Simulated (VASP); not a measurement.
**Cu: single point with r2SCAN+D3(BJ)**

Crystal: Cu.

```xyz
2
Lattice="2.4911 0.0000 0.0000 -1.2456 2.1574 0.0000 0.0000 0.0000 4.0429" Properties=species:S:1:pos:R:3 pbc="T T T"
Cu    0.0000    1.4383    1.0107
Cu    1.2456    0.7191    3.0321
```

```yaml
Program: VASP 6.6.1
Task: single point
Functional: r2SCAN
Dispersion: D3(BJ)
Potentials_or_basis: VASP PAW PBE potentials, release 64 (Cu)
Cutoff: 520 eV
k_mesh: 10 × 10 × 6
Occupations: fermi-dirac, width 0.1 eV
Spin: no spin polarisation
Dipole_correction: no
Further_INCAR_settings: ALGO = Normal; EDIFF = 1e-06; NBANDS = 18
```

* Pressure: 6.3 GPa
* Band gap on the k mesh: zero (band 11 reaches 11.82 eV, above the bottom of band 12 at 6.28 eV)
* Dispersion energy per atom: -0.299 eV

Stress tensor (GPa, compression positive):
```
6.15 0.00 0.00
0.00 6.15 0.00
0.00 0.00 6.53
```

Levels at points of the mesh, in eV from the Fermi level:
| k point | band 9 | band 10 | band 11 | band 12 | band 13 | band 14 |
| --- | --- | --- | --- | --- | --- | --- |
| (0.00, 0.00, 0.00) | -2.73 | -1.86 | -1.86 | -1.16 | 4.59 | 22.83 |
| (0.50, 0.00, 0.00) | -1.69 | -1.64 | 0.04 | 1.88 | 8.64 | 9.25 |
| (0.00, 0.00, 0.50) | -2.11 | -2.11 | -2.11 | -2.11 | 13.98 | 13.98 |
| (0.50, 0.00, 0.50) | -1.68 | -1.68 | 0.50 | 0.50 | 5.64 | 5.64 |

Run time: 42 s on 1 thread of Intel(R) Xeon(R) 6975P-C (Granite Rapids), with other jobs on the host, peak memory 0.15 GiB.

Caveat: three body term missing; the PAW data sets were made with another functional, which shifts forces and pressure a little; pairwise dispersion overbinds metals, which lowers pressure and volume.
